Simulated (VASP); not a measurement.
# TiHg3Sb2 (P4mm) in VASP: further runs

The runs below take TiHg3Sb2 through single point, relaxation of cell and atoms, with PBE.

Program: VASP 6.6.1. These are calculated values, not measurements. Logs are shortened: lines on timing, memory, paths and dates and some standing lists are left out, and cuts for length are marked.

### Step 1. The cell of the first run

Symmetry: P4mm, No. 99, tetragonal system. The conventional cell has a = 4.024 Å, b = 4.024 Å, c = 8.542 Å, α = 90.00°, β = 90.00°, γ = 90.00°. Within 4.1 Å of Ti (site symmetry 4mm) lie 5 Sb at 2.98 to 3.03 Å and 8 Hg at 3.54 to 3.77 Å and 4 Ti at 4.02 Å. Within 4.1 Å of Hg (site symmetry 2mm) lie 10 Hg at 2.85 to 4.02 Å and 4 Sb at 3.06 to 3.07 Å and 2 Ti at 3.77 Å. Within 4.1 Å of Hg (site symmetry 4mm) lie 5 Sb at 2.99 Å and 4 Ti at 3.54 Å and 8 Hg at 3.82 to 4.02 Å. Within 4.1 Å of Sb (site symmetry 4mm) lie 4 Ti at 2.98 Å and 5 Hg at 2.99 to 3.06 Å and 4 Sb at 4.02 Å. Within 4.1 Å of Sb (site symmetry 4mm) lie 8 Hg at 2.99 to 3.07 Å and 1 Ti at 3.03 Å and 4 Sb at 4.02 Å.

The cell was built from a structure type or drawn by symmetry, and may not be a known phase.

### Step 2. Single point, PBE

File INCAR:

```
PREC = Accurate
ENCUT = 520
EDIFF = 1E-6
ISMEAR = 0
SIGMA = 0.1
LREAL = False
LASPH = True
NELM = 100
ALGO = Fast
ISIF = 2
LWAVE = False
LCHARG = False
GGA = PE
NBANDS = 38
```

File KPOINTS:

```
regular mesh
0
Gamma
  4 4 2
```

File POSCAR:

```
TiHg3Sb2
1.0
    4.0236835700      0.0000000000      0.0000000000
    0.0000000000      4.0236835700      0.0000000000
    0.0000000000      0.0000000000      8.5422250000
Ti Hg Sb
1 3 2
Direct
    0.0000000000      0.0000000000      0.6251500200
    0.5000000000      0.0000000000      0.9985610200
    0.0000000000      0.5000000000      0.9985610200
    0.5000000000      0.5000000000      0.3788870000
    0.5000000000      0.5000000000      0.7286009800
    0.0000000000      0.0000000000      0.2702390000
```

Potentials or basis: VASP PAW PBE potentials, release 64 (Ti_sv, Hg, Sb).

On the command line:

```sh
> cat potpaw_PBE.64/Ti_sv/POTCAR potpaw_PBE.64/Hg/POTCAR potpaw_PBE.64/Sb/POTCAR > POTCAR
> mpirun -np 1 vasp_std > vasp.out
```

OUTCAR:

```text
PREC = Accurate
   ENCUT = 520
   EDIFF = 1E-6
   ISMEAR = 0
   LREAL = False
   LASPH = True
   NELM = 100
   ISIF = 2
   GGA = PE

 ion  position               nearest neighbor table
   1  0.000  0.000  0.625-   5 2.98   5 2.98   5 2.98   5 2.98   6 3.03
   2  0.500  0.000  0.999-   3 2.85   3 2.85   3 2.85   3 2.85   5 3.06   5 3.06   6 3.07   6 3.07
                             4 3.82   4 3.82
   3  0.000  0.500  0.999-   2 2.85   2 2.85   2 2.85   2 2.85   5 3.06   5 3.06   6 3.07   6 3.07
                             4 3.82   4 3.82
   4  0.500  0.500  0.379-   5 2.99   6 2.99   6 2.99   6 2.99   6 2.99   2 3.82   3 3.82   3 3.82
                             2 3.82
   5  0.500  0.500  0.729-   1 2.98   1 2.98   1 2.98   1 2.98   4 2.99   2 3.06   2 3.06   3 3.06
                             3 3.06
   6  0.000  0.000  0.270-   4 2.99   4 2.99   4 2.99   4 2.99   1 3.03   3 3.07   2 3.07   2 3.07
                             3 3.07

  LATTYP: Found a simple tetragonal cell.
 ALAT       =     4.0236835700
 C/A-ratio  =     2.1229862765

  Lattice vectors:

 A1 = (   4.0236835700,   0.0000000000,   0.0000000000)
 A2 = (   0.0000000000,   4.0236835700,   0.0000000000)
 A3 = (   0.0000000000,   0.0000000000,   8.5422250000)

Analysis of symmetry for initial positions (statically):
=====================================================================
 Subroutine PRICEL returns:
 Original cell was already a primitive cell.

 Routine SETGRP: Setting up the symmetry group for a
 simple tetragonal supercell.

 Subroutine GETGRP returns: Found  8 space group operations
 (whereof  8 operations were pure point group operations)
 out of a pool of 16 trial point group operations.

The static configuration has the point symmetry C_4v.

Analysis of symmetry for dynamics (positions and initial velocities):
=====================================================================
 Subroutine PRICEL returns:
 Original cell was already a primitive cell.

 Routine SETGRP: Setting up the symmetry group for a
 simple tetragonal supercell.

 Subroutine GETGRP returns: Found  8 space group operations
 (whereof  8 operations were pure point group operations)
 out of a pool of 16 trial point group operations.

The dynamic configuration has the point symmetry C_4v.

 Subroutine INISYM returns: Found  8 space group operations
 (whereof  8 operations are pure point group operations),
 and found     1 'primitive' translations

----------------------------------------------------------------------------------------

                                     Primitive cell

  volume of cell :     138.2989

  direct lattice vectors                    reciprocal lattice vectors
     4.023683570  0.000000000  0.000000000     0.248528490  0.000000000  0.000000000
     0.000000000  4.023683570  0.000000000     0.000000000  0.248528490  0.000000000
     0.000000000  0.000000000  8.542225000     0.000000000  0.000000000  0.117065519

  length of vectors
     4.023683570  4.023683570  8.542225000     0.248528490  0.248528490  0.117065519

  position of ions in fractional coordinates (direct lattice)
     0.000000000  0.000000000  0.625150020
     0.500000000  0.000000000  0.998561020
     0.000000000  0.500000000  0.998561020
     0.500000000  0.500000000  0.378887000
     0.500000000  0.500000000  0.728600980
     0.000000000  0.000000000  0.270239000

  ion indices of the primitive-cell ions
   primitive index   ion index
                 1           1
                 2           2
                 3           3
                 4           4
                 5           5
                 6           6

----------------------------------------------------------------------------------------

 KPOINTS: regular mesh

Automatic generation of k-mesh.
 Grid dimensions read from file:
 generate k-points for:    4    4    2

 Generating k-lattice:

  Cartesian coordinates                     Fractional coordinates (reciprocal lattice)
     0.062132122  0.000000000  0.000000000     0.250000000  0.000000000  0.000000000
     0.000000000  0.062132122  0.000000000     0.000000000  0.250000000  0.000000000
     0.000000000  0.000000000  0.058532759     0.000000000  0.000000000  0.500000000

  Length of vectors
     0.062132122  0.062132122  0.058532759

  Shift w.r.t. Gamma in fractional coordinates (k-lattice)
     0.000000000  0.000000000  0.000000000

 Subroutine IBZKPT returns following result:
 ===========================================

 Found     12 irreducible k-points:

 Following reciprocal coordinates:
            Coordinates               Weight
  0.000000  0.000000  0.000000      1.000000
  0.250000  0.000000  0.000000      4.000000
  0.500000  0.000000  0.000000      2.000000
  0.250000  0.250000  0.000000      4.000000
  0.500000  0.250000  0.000000      4.000000
  0.500000  0.500000  0.000000      1.000000
  0.000000  0.000000  0.500000      1.000000
  0.250000  0.000000  0.500000      4.000000
  0.500000  0.000000  0.500000      2.000000
  0.250000  0.250000  0.500000      4.000000
  0.500000  0.250000  0.500000      4.000000
  0.500000  0.500000  0.500000      1.000000
   k-points           NKPTS =     12   k-points in BZ     NKDIM =     12   number of bands    NBANDS=     38
   number of dos      NEDOS =    301   number of ions     NIONS =      6
   total plane-waves  NPLWV =  57600
   dimension x,y,z NGX =    30 NGY =   30 NGZ =   64
   dimension x,y,z NGXF=    60 NGYF=   60 NGZF=  128
   ions per type =               1   3   2
   NGX,Y,Z   is equivalent  to a cutoff of  12.40, 12.40, 12.46 a.u.
   NGXF,Y,Z  is equivalent  to a cutoff of  24.79, 24.79, 24.91 a.u.
 SYSTEM =  unknown system
   PREC   = accura    normal or accurate (medium, high low for compatibility)
   ISTART =      0    job   : 0-new  1-cont  2-samecut
   ICHARG =      2    charge: 1-file 2-atom 10-const
   ISPIN  =      1    spin polarized calculation?
   LNONCOLLINEAR =      F non collinear calculations
   LSORBIT =      F    spin-orbit coupling
   LASPH  =      T    aspherical Exc in radial PAW
   ENCUT  =  520.0 eV  38.22 Ry    6.18 a.u.   7.48  7.48 15.88*2*pi/ulx,y,z
   NELM   =    100;   NELMIN=  2; NELMDL= -5     # of ELM steps
   EDIFF  = 0.1E-05   stopping-criterion for ELM
   LREAL  =      F    real-space projection
   EDIFFG = 0.1E-04   stopping-criterion for IOM
   NSW    =      0    number of steps for IOM
   IBRION =     -1    ionic relax: 0-MD 1-quasi-New 2-CG
   NFREE  =      0    steps in history (QN), initial steepest desc. (CG)
   ISIF   =      2    stress and relaxation
   ISYM   =      2    0-nonsym 1-usesym 2-fastsym
   POTIM  = 0.5000    time-step for ionic-motion
   TEBEG  =    0.0;   TEEND  =   0.0 temperature during run
   PSTRESS=    0.0 pullay stress
   NELECT =      58.0000    total number of electrons
   NUPDOWN=      -1.0000    fix difference up-down
   EMIN   =  10.00;   EMAX   =-10.00  energy-range for DOS
   EFERMI =   0.00;   METHOD = LEGACY
   ISMEAR =     0;   SIGMA  =   0.10  broadening in eV -4-tet -1-fermi 0-gaus
   EFERMI_NEDOS =   21; number of points for ismear=-14 and -15
   IALGO  =     68    algorithm
   IMIX   =      4    mixing-type and parameters
     AMIX     =   0.40;   BMIX     =  1.00
     AMIX_MAG =   1.60;   BMIX_MAG =  1.00
  volume/ion in A,a.u.               =      23.05       155.55
  Fermi-wavevector in a.u.,A,eV,Ry     =   1.225400  2.315671 20.430585  1.501606
  Thomas-Fermi vector in A             =   2.360439
   LORBIT       =      0    0 simple, 1 ext, 2 COOP (PROOUT), +10 PAW based schemes
   GGA     = PE    functional components
   LHFCALC =     F    Hartree Fock is set to
   AEXX    =    0.0000 exact exchange contribution
   IVDW    =     0    specifies the selected vdW correction
   LEPSILON=     F    determine dielectric tensor
   LRPA    =     F    only Hartree local field effects (RPA)
 non-spin polarized calculation
 RMM-DIIS sequential band-by-band and
 Gauss-broadening in eV      SIGMA  =   0.10
  energy-cutoff  :      520.00
  volume of cell :      138.30
 maximum number of plane-waves:      3767
 NGX is ok and might be reduce to    30
   NGX = 15   NGY = 15   NGZ = 31

 number of electron      58.0000004 magnetization

 Free energy of the ion-electron system (eV)
  ---------------------------------------------------
  ext. energy  EPLUGINS =         0.00000000
  ---------------------------------------------------
  free energy    TOTEN  =       -14.86953049 eV

  energy without entropy =      -14.83354603  energy(sigma->0) =      -14.85153826

 E-fermi :   6.1226     XC(G=0): -10.7910

 val. band max:        6.0939362888   @ k =   0.5000   0.0000   0.0000
 cond. band min:       6.1434548117   @ k =   0.5000   0.2500   0.5000
 fundamental gap:      0.0495185229
 Fermi energy:         6.1225835604

 k-point     1 :       0.0000    0.0000    0.0000
  band No.  band energies     occupation
      1     -51.5159      2.00000
      2     -27.7924      2.00000
      3     -27.7664      2.00000
      4     -27.7664      2.00000
      5      -5.4768      2.00000
      6      -4.4610      2.00000
[... 30 lines left out ...]
     37       9.1254      0.00000
     38       9.4285      0.00000

 k-point     2 :       0.2500    0.0000    0.0000
  band No.  band energies     occupation
      1     -51.5157      2.00000
      2     -27.7920      2.00000
      3     -27.7725      2.00000
      4     -27.7655      2.00000
      5      -4.9859      2.00000
      6      -4.1960      2.00000
[... 30 lines left out ...]
     37      10.4222      0.00000
     38      10.7437      0.00000

 k-point     3 :       0.5000    0.0000    0.0000
  band No.  band energies     occupation
      1     -51.5154      2.00000
      2     -27.7915      2.00000
      3     -27.7785      2.00000
      4     -27.7646      2.00000
      5      -4.1079      2.00000
      6      -4.0935      2.00000
[... 30 lines left out ...]
     37      10.4268      0.00000
[... 289 lines left out ...]
 k-point    11 :       0.5000    0.2500    0.5000
  band No.  band energies     occupation
      1     -51.5152      2.00000
      2     -27.7909      2.00000
      3     -27.7776      2.00000
      4     -27.7706      2.00000
      5      -3.9996      2.00000
      6      -3.8962      2.00000
[... 30 lines left out ...]
     37       9.4031      0.00000
     38      10.5840      0.00000

 k-point    12 :       0.5000    0.5000    0.5000
  band No.  band energies     occupation
      1     -51.5149      2.00000
      2     -27.7903      2.00000
      3     -27.7766      2.00000
      4     -27.7766      2.00000
      5      -3.9082      2.00000
      6      -3.7130      2.00000
[... 30 lines left out ...]
     37       8.2379      0.00000
     38       8.2589      0.00000

------------------------ aborting loop because EDIFF is reached ----------------------------------------

  FORCE on cell =-STRESS in cart. coord.  units (eV):
  Direction    XX          YY          ZZ          XY          YZ          ZX
  --------------------------------------------------------------------------------------
  -------------------------------------------------------------------------------------
  Total        5.9158800      5.9158800      4.4320769      0.0000000      0.0000000      0.0000000
  in kB       68.5348227     68.5348227     51.3451259      0.0000000      0.0000000      0.0000000
  external PRESSURE =      62.8049238 kB  Pullay stress =       0.0000000 kB

 VOLUME and BASIS-vectors are now :
 -----------------------------------------------------------------------------
  energy-cutoff  :      520.00
  volume of cell :      138.30
      direct lattice vectors                 reciprocal lattice vectors
     4.023683570  0.000000000  0.000000000     0.248528490  0.000000000  0.000000000
     0.000000000  4.023683570  0.000000000     0.000000000  0.248528490  0.000000000
     0.000000000  0.000000000  8.542225000     0.000000000  0.000000000  0.117065519

 POSITION                                       TOTAL-FORCE (eV/Angst)
 -----------------------------------------------------------------------------------
      0.00000      0.00000      5.34017        -0.000000      0.000000     -0.425357
      2.01184      0.00000      8.52993        -0.000000      0.000000      0.066629
      0.00000      2.01184      8.52993        -0.000000      0.000000      0.066629
      2.01184      2.01184      3.23654        -0.000000     -0.000000      0.519077
      2.01184      2.01184      6.22387        -0.000000      0.000000     -1.707965
      0.00000      0.00000      2.30844         0.000000      0.000000      1.480987
 -----------------------------------------------------------------------------------
    total drift:                                0.000000      0.000000      0.000822

  FREE ENERGIE OF THE ION-ELECTRON SYSTEM (eV)
  ---------------------------------------------------
  free  energy   TOTEN  =       -14.8695304936 eV

  energy  without entropy=      -14.8335460266  energy(sigma->0) =      -14.85153826
```

Run time: 70 s. Hardware: 1 thread of AMD EPYC 9R45 (Zen 5), shared host; peak memory 0.23 GiB.

What came out:

```yaml
Free_energy: -14.8695 eV
Pressure: 6.3 GPa
Largest_force: 1.708 eV/Å
Band_gap_on_the_k_mesh: zero (bands 29 and 30 overlap by 1.46 eV)
```

Forces in eV/Å, atoms in the order of the input:
```
Ti   0.000  0.000 -0.425
Hg   0.000  0.000  0.067
Hg   0.000  0.000  0.067
Hg   0.000  0.000  0.519
Sb   0.000  0.000 -1.708
Sb   0.000  0.000  1.481
```

Stress tensor (GPa, compression positive):
```
6.85 0.00 0.00
0.00 6.85 0.00
0.00 0.00 5.13
```

Levels at points of the mesh, in eV from the Fermi level:
```
           k point  band 26  band 27  band 28  band 29  band 30  band 31  band 32  band 33
(0.00, 0.00, 0.00)    -1.33    -0.70    -0.59    -0.59     0.40     0.61     1.60     1.60
(0.50, 0.00, 0.00)    -1.53    -0.83    -0.03     0.42     0.84     0.95     1.28     1.40
(0.50, 0.50, 0.00)    -3.47    -2.81    -2.45    -1.03    -1.03    -0.29     0.88     0.88
(0.00, 0.00, 0.50)    -0.70    -0.48    -0.48    -0.13     0.11     0.40     1.09     1.09
(0.50, 0.00, 0.50)    -2.19    -1.51    -1.12     0.34     0.52     0.89     0.92     1.44
(0.50, 0.50, 0.50)    -3.51    -2.82    -1.28    -0.62    -0.62     0.69     0.85     0.95
```

Caveat: the k points lie up to 0.39 Å⁻¹ apart, too coarse for converged energies and pressures of a metal; spin-orbit coupling is left out, which moves the levels of the heavy elements; forces of over 1 eV/Å act on the atoms, so gaps and moduli don't describe the material at rest.

### Step 3. Single point, PBE

This run uses another cell than the first one, of 27.38 Å³/atom.

File INCAR:

```
SYSTEM = TiHg3Sb2
PREC = Accurate
ENCUT = 520
EDIFF = 1E-6
ISMEAR = 0
SIGMA = 0.1
LREAL = .FALSE.
LASPH = .TRUE.
NELM = 80
ALGO = Normal
ISIF = 2
LWAVE = .FALSE.
LCHARG = .TRUE.
GGA = PE
LELF = .TRUE.
LVHAR = .TRUE.
NBANDS = 38
```

File KPOINTS:

```
Automatic mesh
0
G
  4 4 2
  0 0 0
```

File POSCAR:

```
TiHg3Sb2
1.0
    4.0468061042      0.0000000000      0.0000000000
    0.0000000000      4.0468061042      0.0000000000
    0.0000000000      0.0000000000     10.0306335925
Ti Hg Sb
1 3 2
Direct
    0.0000000000      0.0000000000      0.5978111960
    0.5000000000      0.0000000000      0.9932380479
    0.0000000000      0.5000000000      0.9932380479
    0.5000000000      0.5000000000      0.4054998081
    0.5000000000      0.5000000000      0.6883728041
    0.0000000000      0.0000000000      0.3218391360
```

Potentials or basis: VASP PAW PBE potentials, release 64 (Ti_sv, Hg, Sb).

On the command line:

```sh
> cat potpaw_PBE.64/Ti_sv/POTCAR potpaw_PBE.64/Hg/POTCAR potpaw_PBE.64/Sb/POTCAR > POTCAR
> mpirun -np 1 vasp_std > vasp.out
```

Wall time 54 s (1 thread of AMD EPYC 9R45 (Zen 5), shared host); peak memory 0.25 GiB.

It converged, with:

- Free energy: -16.0275 eV
- Pressure: 0.2 GPa
- Largest force: 0.056 eV/Å
- Band gap on the k mesh: zero (bands 29 and 30 overlap by 1.16 eV)

Forces in eV/Å, atoms in the order of the input:
```
Ti   0.000  0.000  0.013
Hg   0.000  0.000 -0.001
Hg   0.000  0.000 -0.001
Hg   0.000  0.000 -0.022
Sb   0.000  0.000  0.056
Sb   0.000  0.000 -0.045
```

Stress tensor (GPa, compression positive):
```
0.29 0.00 0.00
0.00 0.29 0.00
0.00 0.00 0.17
```

Levels at points of the mesh, in eV from the Fermi level:
```tsv
k point	band 25	band 26	band 27	band 28	band 29	band 30	band 31	band 32	band 33	band 34
(0.00, 0.00, 0.00)	-0.71	-0.71	-0.55	-0.43	-0.43	0.30	0.39	1.53	1.96	1.96
(0.50, 0.00, 0.00)	-3.58	-1.31	-1.20	-0.95	0.40	0.53	0.78	0.99	1.99	2.32
(0.50, 0.50, 0.00)	-2.69	-2.69	-1.29	-1.26	-0.76	-0.76	-0.28	0.83	0.98	0.98
(0.00, 0.00, 0.50)	-0.73	-0.73	-0.55	-0.39	-0.39	-0.01	0.39	1.84	1.84	1.89
(0.50, 0.00, 0.50)	-3.24	-1.68	-1.37	-1.31	0.27	0.40	0.88	0.94	2.01	3.32
(0.50, 0.50, 0.50)	-2.68	-2.68	-1.51	-0.80	-0.67	-0.67	0.29	0.35	1.01	1.03
```

Caveat: the k points lie up to 0.39 Å⁻¹ apart, too coarse for converged energies and pressures of a metal; spin-orbit coupling is left out, which moves the levels of the heavy elements.

(Part 1 of 2 ends here.)
